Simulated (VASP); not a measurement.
A run of VASP 6.6.1 is set up as follows.

The input INCAR:

```
PREC = Accurate ; ENCUT = 600
EDIFF = 1E-6 ; ISMEAR = 0
SIGMA = 0.1 ; LREAL = F
LASPH = T ; NELM = 150
ALGO = Normal ; ISIF = 3
LWAVE = F ; LCHARG = F
ISPIN = 2 ; MAGMOM = 0.89 0.15
LORBIT = 11 ; LMAXMIX = 4
GGA = PS ; IBRION = 2
NSW = 100 ; EDIFFG = -0.005
```

Contents of KPOINTS:

```
Automatic mesh
0
Gamma
  18 18 18
```

File POSCAR:

```
NiO
1.0
    0.0000000000      2.0529280602      2.0529280602
    2.0529280602      0.0000000000      2.0529280602
    2.0529280602      2.0529280602      0.0000000000
Ni O
1 1
Direct
    0.0000000000      0.0000000000      0.0000000000
    0.5000000000      0.5000000000      0.5000000000
```

Potentials or basis: VASP PAW PBE potentials, release 64 (Ni, O).

Run with:

```sh
$ cat potpaw_PBE.64/Ni/POTCAR potpaw_PBE.64/O/POTCAR > POTCAR
$ mpirun -np 1 vasp_std > vasp.out
```

(1) Estimate the site moments.

(2) What does it give for the relaxed cell?

(3) Predict the space group after relaxing (to 0.05 Å).

(4) Estimate the net moment.

Answers

(1) Ni +0.73; O +0.11 μB.

(2) a = 2.901 Å, b = 2.901 Å, c = 2.901 Å, α = 60.00°, β = 60.00°, γ = 60.00°.

(3) Fm-3m (No. 225).

(4) 0.86 μB per cell.

Caveat: a cell with one magnetic atom can't hold antiferromagnetic order, which such compounds often take.
